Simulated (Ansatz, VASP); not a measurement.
# Te2Mo: VASP beside Ansatz

The input POSCAR:

```
Te2Mo
1.0
    3.5624185427      0.0000000000      0.0000000000
   -1.7812092714      3.0851449569      0.0000000000
    0.0000000000      0.0000000000     31.5632657400
Te Mo
6 3
Direct
    0.0000000000      0.0000000000      0.0567620800
    0.3333333333      0.6666666667      0.2889862200
    0.3333333333      0.6666666667      0.8244042500
    0.3333333333      0.6666666667      0.1755957500
    0.3333333333      0.6666666667      0.7110137800
    0.0000000000      0.0000000000      0.9432379200
    0.3333333333      0.6666666667      0.0000000000
    0.0000000000      0.0000000000      0.2323060100
    0.0000000000      0.0000000000      0.7676939900
```

The input INCAR.step1:

```
PREC = Accurate ; ENCUT = 520
ISMEAR = -1 ; SIGMA = 0.05
LREAL = F ; LASPH = T
NELM = 60 ; NBANDS = 49
GGA = PE ; ALGO = Normal
EDIFF = 1E-4 ; LWAVE = T
LCHARG = F
```

INCAR.step2

```
PREC = Accurate ; ENCUT = 520
EDIFF = 1E-7 ; ISMEAR = -1
SIGMA = 0.05 ; LREAL = F
LASPH = T ; NELM = 60
ALGO = Normal ; ISIF = 2
LWAVE = F ; LCHARG = T
METAGGA = R2SCAN ; LMIXTAU = T
LELF = T ; LVHAR = T
NBANDS = 49 ; ISTART = 1
```

Contents of KPOINTS:

```
regular mesh
0
Gamma
  7 7 1
```

The input input.yaml:

```yaml
crystal:
  lattice:
    - [3.5624185427, 0.0, 0.0]
    - [-1.7812092714, 3.0851449569, 0.0]
    - [0.0, 0.0, 31.56326574]
  atoms:
    - { symbol: Te, position: [0.0, 0.0, 0.05676208] }
    - { symbol: Te, position: [0.3333333333, 0.6666666667, 0.28898622] }
    - { symbol: Te, position: [0.3333333333, 0.6666666667, 0.82440425] }
    - { symbol: Te, position: [0.3333333333, 0.6666666667, 0.17559575] }
    - { symbol: Te, position: [0.3333333333, 0.6666666667, 0.71101378] }
    - { symbol: Te, position: [0.0, 0.0, 0.94323792] }
    - { symbol: Mo, position: [0.3333333333, 0.6666666667, 0.0] }
    - { symbol: Mo, position: [0.0, 0.0, 0.23230601] }
    - { symbol: Mo, position: [0.0, 0.0, 0.76769399] }
hamiltonian:
  xc: r2scan
  pseudopotentials: { kind: paw }
kpoints:
  mp_grid: { grid: [7, 7, 1] }
scf:
  occupations: { method: fermi_dirac, width: 0.05 }
output:
  forces: true
  stress: true
  eigenvalues: true
  write_density: true
  write_potential: true
  elf: true
  volumetric_format: npy
```

Alike in both runs: task single point; functional r2SCAN; k mesh 7 × 7 × 1; occupations fermi-dirac, width 0.05 eV; no spin polarisation.

```csv
,VASP,Ansatz
version,VASP 6.6.1,Ansatz 0.2.0
potentials or method,"VASP PAW PBE potentials, release 64 (Te, Mo_sv)",Ansatz PAW
plane-wave cutoff (eV),520,500
valence electrons in the cell,78,138
```

Ansatz gave:

```
gap on the k mesh at the Fermi level (eV) : 1.25
least direct gap on the mesh (eV)         : 1.39
rms of the force components (eV/Å)        : 0.009
```

**Question.** Which values does VASP return?

**Answer.** gap on the k mesh at the Fermi level (eV): 1.24; least direct gap on the mesh (eV): 1.39; rms of the force components (eV/Å): 0.009.

VASP's potentials were made for PBE, not for r2SCAN. Atom by atom the forces differ by 0.012 eV/Å (rms over components). VASP's potentials hold 78 valence electrons a cell and Ansatz's 138, so a difference there can come from the potentials and not from the codes.

Spin-orbit coupling is off throughout. Noted on Ansatz's run: odd divisions of the mesh miss points on the zone boundary, where band edges often lie, so the gap on the mesh can be too wide.
